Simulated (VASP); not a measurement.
A run of VASP 6.6.1 is set up as follows.

File INCAR:

```
SYSTEM = CoO
ALGO     = Normal         ! electronic algorithm
EDIFF    = 1E-6           ! SCF threshold, eV
ENCUT    = 520            ! plane-wave cutoff, eV
GGA      = PS             ! functional
ISIF     = 2              ! what is computed and relaxed
ISMEAR   = 0              ! smearing method
ISPIN    = 2              ! spin polarisation
LASPH    = .True.         ! aspherical terms in the spheres
LCHARG   = .True.         ! write CHGCAR
LELF     = .True.         ! ELF
LMAXMIX  = 4              ! l up to which the mixer works
LORBIT   = 11             ! projections on sites
LREAL    = .False.        ! projectors in reciprocal space
LVHAR    = .True.       
LWAVE    = .False.        ! write WAVECAR
MAGMOM   = 3 -3 1 -1      ! initial moments
NBANDS   = 27             ! bands
NELM     = 150            ! most SCF steps
PREC     = Accurate       ! precision mode
SIGMA    = 0.1            ! smearing width, eV
```

KPOINTS

```
k-points
0
Gamma
  18 18 9
  0 0 0
```

Contents of POSCAR:

```
CoO
1.0
    1.5054695445     -0.8691832468      4.8798538124
   -1.5054695445     -0.8691832468      4.8798538124
    0.0000000000     -3.4767329871      4.8798538124
Co O
2 2
Direct
    0.0000000000      0.0000000000      0.0000000000
    0.0000000000      0.0000000000      0.5000000000
    0.5000000000      0.5000000000      0.7500000000
    0.5000000000      0.5000000000      0.2500000000
```

Potentials or basis: VASP PAW PBE potentials, release 64 (Co, O).

Run with:

```bash
$ cat potpaw_PBE.64/Co/POTCAR potpaw_PBE.64/O/POTCAR > POTCAR
$ mpirun -np 1 vasp_std > vasp.out
```

Problem. What does it give for the pressure?

Solution. -12.7 GPa.

Problem. What does it give for the band gap on the k mesh?

Solution. Zero (filled and empty bands overlap).

Stress tensor (GPa, compression positive):
```
-16.79   0.00   0.00
  0.00 -16.79   0.00
  0.00   0.00  -4.39
```

Caveat: the stress differs along the axes, from -17 to -4 GPa; the PAW data sets were made with another functional, which shifts forces and pressure a little; semilocal functionals often make such compounds metallic where correlation or magnetic order opens a gap, which also shifts bond lengths. With open d or f shells a metallic result of PBEsol can be an artefact of self-interaction; +U or a hybrid may open a gap.
